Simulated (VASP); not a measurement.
# HIr12CN in VASP: single point with PBE

Aim: the single point of HIr12CN with PBE.

Everything below comes from runs of VASP 6.6.1. Logs are shortened: lines on timing, memory, paths and dates and some standing lists are left out, and cuts for length are marked.

## Step 1: The cell of the first run

The cell holds a slab with vacuum, 15 atoms: a = 5.430 Å, b = 5.430 Å, c = 24.649 Å, α = 90.00°, β = 90.00°, γ = 120.00°.

## Step 2: Single point, PBE

Contents of INCAR:

```
PREC = Accurate
ENCUT = 520
EDIFF = 1E-7
ISMEAR = -1
SIGMA = 0.05
LREAL = Auto
LASPH = True
NELM = 100
ALGO = Normal
ISIF = 2
LWAVE = False
LCHARG = False
LDIPOL = True
IDIPOL = 3
DIPOL = 0.5 0.5 0.463
GGA = PE
NBANDS = 72
```

Contents of KPOINTS:

```
regular mesh
0
Gamma
  6 6 1
```

Contents of POSCAR:

```
HIr12CN
1.0
    5.4297315514      0.0000000000      0.0000000000
   -2.7148657757      4.7022854592      0.0000000000
    0.0000000000      0.0000000000     24.6489572471
Ir C N H
12 1 1 1
Direct
    0.3333333333      0.1666666667      0.3245573401
    0.3333333333      0.6666666667      0.3245573401
    0.8333333333      0.1666666667      0.3245573401
    0.8333333333      0.6666666667      0.3245573401
    0.6666666667      0.3333333333      0.4144872548
    0.6666666667      0.8333333333      0.4144872548
    0.1666666667      0.3333333333      0.4144872548
    0.1666666667      0.8333333333      0.4144872548
    0.0000000000      0.5000000000      0.5044171696
    0.0000000000      0.0000000000      0.5044171696
    0.5000000000      0.5000000000      0.5044171696
    0.5000000000      0.0000000000      0.5044171696
    0.5000000000      0.0000000000      0.6576528607
    0.5000000000      0.0000000000      0.6107096984
    0.5000000000      0.0000000000      0.7005958538
```

Potentials or basis: VASP PAW PBE potentials, release 64 (Ir, C, N, H).

Command:

```
> cat potpaw_PBE.64/Ir/POTCAR potpaw_PBE.64/C/POTCAR potpaw_PBE.64/N/POTCAR potpaw_PBE.64/H/POTCAR > POTCAR
> mpirun -np 1 vasp_std > vasp.out
```

OUTCAR:

```text
PREC = Accurate
   ENCUT = 520
   EDIFF = 1E-7
   ISMEAR = -1
   LREAL = Auto
   LASPH = True
   NELM = 100
   ISIF = 2
   GGA = PE

 ion  position               nearest neighbor table
   1  0.333  0.167  0.325-   7 2.71   8 2.71   5 2.71   4 2.71   2 2.71   2 2.71   4 2.71   3 2.71
                             3 2.71
   2  0.333  0.667  0.325-   8 2.71   7 2.71   6 2.71   3 2.71   1 2.71   1 2.71   3 2.71   4 2.71
                             4 2.71
   3  0.833  0.167  0.325-   5 2.71   6 2.71   7 2.71   4 2.71   2 2.71   4 2.71   2 2.71   1 2.71
                             1 2.71
   4  0.833  0.667  0.325-   6 2.71   5 2.71   8 2.71   3 2.71   1 2.71   3 2.71   1 2.71   2 2.71
                             2 2.71
   5  0.667  0.333  0.414-   3 2.71   4 2.71   1 2.71   6 2.71   8 2.71   6 2.71   8 2.71   7 2.71
                             7 2.71  12 2.71   9 2.71  11 2.71
   6  0.667  0.833  0.414-   4 2.71   3 2.71   2 2.71   5 2.71   7 2.71   5 2.71   7 2.71   8 2.71
                             8 2.71  11 2.71  10 2.71  12 2.71
   7  0.167  0.333  0.414-   1 2.71   2 2.71   3 2.71   6 2.71   8 2.71   8 2.71   6 2.71   5 2.71
                             5 2.71  10 2.71  11 2.71   9 2.71
   8  0.167  0.833  0.414-   2 2.71   1 2.71   4 2.71   5 2.71   7 2.71   7 2.71   5 2.71   6 2.71
                             6 2.71   9 2.71  12 2.71  10 2.71
   9  0.000  0.500  0.504-  10 2.71  12 2.71  10 2.71  12 2.71  11 2.71  11 2.71   8 2.71   5 2.71
                             7 2.71
  10  0.000  0.000  0.504-   9 2.71  11 2.71   9 2.71  11 2.71  12 2.71  12 2.71   7 2.71   6 2.71
                             8 2.71
  11  0.500  0.500  0.504-  10 2.71  12 2.71  12 2.71  10 2.71   9 2.71   9 2.71   6 2.71   7 2.71
                             5 2.71
  12  0.500  0.000  0.504-   9 2.71  11 2.71  11 2.71   9 2.71  10 2.71  10 2.71   5 2.71   8 2.71
                             6 2.71
  13  0.500  0.000  0.658-  15 1.06  14 1.16
  14  0.500  0.000  0.611-  13 1.16
  15  0.500  0.000  0.701-  13 1.06

  LATTYP: Found a hexagonal cell.
 ALAT       =     5.4297315514
 C/A-ratio  =     4.5396272382

  Lattice vectors:

 A1 = (   5.4297315514,   0.0000000000,   0.0000000000)
 A2 = (  -2.7148657757,   4.7022854592,   0.0000000000)
 A3 = (   0.0000000000,   0.0000000000,  24.6489572471)

Analysis of symmetry for initial positions (statically):
=====================================================================
 Subroutine PRICEL returns:
 Original cell was already a primitive cell.

 Routine SETGRP: Setting up the symmetry group for a
 hexagonal supercell.

 Subroutine GETGRP returns: Found  6 space group operations
 (whereof  2 operations were pure point group operations)
 out of a pool of 24 trial point group operations.

[... 149 lines left out ...]
   GGA     = PE    functional components
   LHFCALC =     F    Hartree Fock is set to
   AEXX    =    0.0000 exact exchange contribution
   IVDW    =     0    specifies the selected vdW correction
   LEPSILON=     F    determine dielectric tensor
   LRPA    =     F    only Hartree local field effects (RPA)
 non-spin polarized calculation
  energy-cutoff  :      520.00
  volume of cell :      629.34
 maximum number of plane-waves:     16970
   NGX = 21   NGY = 21   NGZ = 91

 dipolmoment           0.000000      0.000000      0.000009 electrons x Angstroem

 number of electron     118.0000001 magnetization

 dipolmoment           0.000000      0.000000     -0.570170 electrons x Angstroem

 Free energy of the ion-electron system (eV)
  ---------------------------------------------------
  ext. energy  EPLUGINS =         0.00000000
  ---------------------------------------------------
  free energy    TOTEN  =      -118.45093744 eV

  energy without entropy =     -118.31432190  energy(sigma->0) =     -118.38262967

 E-fermi :   0.4096     XC(G=0):  -5.1284

 val. band max:        0.3946164716   @ k =   0.3333   0.3333   0.0000
 cond. band min:       0.4559999256   @ k =   0.3333  -0.0000   0.0000
 fundamental gap:      0.0613834540
 Fermi energy:         0.4095979657

 k-point     1 :       0.0000    0.0000    0.0000
  band No.  band energies     occupation
      1     -19.6564      2.00000
      2     -11.8724      2.00000
      3      -9.6977      2.00000
      4      -7.7329      2.00000
      5      -7.3162      2.00000
      6      -7.0106      2.00000
[... 507 lines left out ...]
     70       0.8496      0.00030
     71       0.9305      0.00006
 [bands above 71 left out]

------------------------ aborting loop because EDIFF is reached ----------------------------------------

 vacuum level on the upper side and lower side of the slab       (xc-potential included)        -1.987         1.971

  FORCE on cell =-STRESS in cart. coord.  units (eV):
  Direction    XX          YY          ZZ          XY          YZ          ZX
  --------------------------------------------------------------------------------------
  -------------------------------------------------------------------------------------
  Total       -6.9521934     -6.9521934     -5.7539898      0.0000000      0.0000000      0.0000000
  in kB      -17.6989103    -17.6989103    -14.6485207      0.0000000      0.0000000      0.0000000
  external PRESSURE =     -16.6821138 kB  Pullay stress =       0.0000000 kB

 VOLUME and BASIS-vectors are now :
 -----------------------------------------------------------------------------
  energy-cutoff  :      520.00
  volume of cell :      629.34
      direct lattice vectors                 reciprocal lattice vectors
     5.429731551  0.000000000  0.000000000     0.184171168  0.106331273  0.000000000
    -2.714865776  4.702285459  0.000000000     0.000000000  0.212662546  0.000000000
     0.000000000  0.000000000 24.648957247     0.000000000  0.000000000  0.040569668

 POSITION                                       TOTAL-FORCE (eV/Angst)
 -----------------------------------------------------------------------------------
      1.35743      0.78371      8.00000         0.002576     -0.001487      0.363350
     -0.00000      3.13486      8.00000        -0.000000      0.002974      0.363350
      4.07230      0.78371      8.00000        -0.002576     -0.001487      0.363350
      2.71487      3.13486      8.00000        -0.000000      0.000000      0.290631
      2.71487      1.56743     10.21668        -0.000000      0.026291     -0.038461
      1.35743      3.91857     10.21668         0.022769     -0.013145     -0.038461
      0.00000      1.56743     10.21668        -0.000000      0.000000      0.036947
     -1.35743      3.91857     10.21668        -0.022769     -0.013145     -0.038461
     -1.35743      2.35114     12.43336         0.040306     -0.023271     -0.442538
      0.00000      0.00000     12.43336         0.000000      0.046542     -0.442538
      1.35743      2.35114     12.43336        -0.040306     -0.023271     -0.442538
      2.71487      0.00000     12.43336        -0.000000      0.000000      0.351057
      2.71487      0.00000     16.21046        -0.000000      0.000000     -0.066974
      2.71487      0.00000     15.05336        -0.000000      0.000000     -0.797920
      2.71487      0.00000     17.26896        -0.000000      0.000000      0.539207
 -----------------------------------------------------------------------------------
    total drift:                               -0.000000     -0.000000     -0.013343

  FREE ENERGIE OF THE ION-ELECTRON SYSTEM (eV)
  ---------------------------------------------------
  free  energy   TOTEN  =      -118.4509374432 eV

  energy  without entropy=     -118.3143218999  energy(sigma->0) =     -118.38262967

 vacuum level on the upper side and lower side of the slab         1.741         5.785
```

OSZICAR:

```text
N       E                     dE             d eps       ncg     rms          rms(c)
DAV:   1     0.111645753959E+04    0.11165E+04   -0.46432E+04  1008   0.137E+03
DAV:   2     0.329158969566E+02   -0.10835E+04   -0.10104E+04  1016   0.413E+02
DAV:   3    -0.115879557734E+03   -0.14880E+03   -0.14069E+03  1432   0.132E+02
DAV:   4    -0.126889407425E+03   -0.11010E+02   -0.10275E+02  1400   0.362E+01
[... 27 lines left out ...]
DAV:  32    -0.118450935814E+03   -0.14248E-05   -0.39327E-08   768   0.758E-04    0.425E-04
DAV:  33    -0.118450936644E+03   -0.82980E-06   -0.25768E-08   688   0.467E-04    0.321E-04
DAV:  34    -0.118450937008E+03   -0.36403E-06   -0.10142E-08   712   0.402E-04    0.244E-04
DAV:  35    -0.118450937398E+03   -0.39035E-06   -0.16370E-08   648   0.338E-04    0.786E-05
DAV:  36    -0.118450937443E+03   -0.45109E-07   -0.48193E-09   704   0.285E-04
   1 F= -.11845094E+03 E0= -.11838263E+03  d E =-.136616E+00
```

stdout:

```text
POSCAR found type information on POSCAR IrC N H
 POSCAR found :  4 types and      15 ions
 scaLAPACK will be used
 LDA part: xc-table for (Slater+PW92), standard interpolation
 POSCAR, INCAR and KPOINTS ok, starting setup
 FFT: planning ... GRIDC
 FFT: planning ... GRID_SOFT
 FFT: planning ... GRID
 WAVECAR not read
 entering main loop
```

It took 35 min on 1 thread of Intel Xeon Platinum 8375C at 2.90GHz (Ice Lake), shared host; peak memory 0.75 GiB.

What came out:

| Property | Result |
| --- | --- |
| Free energy | -118.4509 eV |
| Largest force | 0.798 eV/Å |
| Band gap on the k mesh | zero (bands 59 and 60 overlap by 1.17 eV) |

Forces on the atoms (eV/Å):
```
Ir   0.003 -0.001  0.363
Ir   0.000  0.003  0.363
Ir  -0.003 -0.001  0.363
Ir   0.000  0.000  0.291
Ir   0.000  0.026 -0.038
Ir   0.023 -0.013 -0.038
Ir   0.000  0.000  0.037
Ir  -0.023 -0.013 -0.038
Ir   0.040 -0.023 -0.443
Ir   0.000  0.047 -0.443
Ir  -0.040 -0.023 -0.443
Ir   0.000  0.000  0.351
C    0.000  0.000 -0.067
N    0.000  0.000 -0.798
H    0.000  0.000  0.539
```

Caveat: spin-orbit coupling is left out, which moves the levels of the heavy elements.
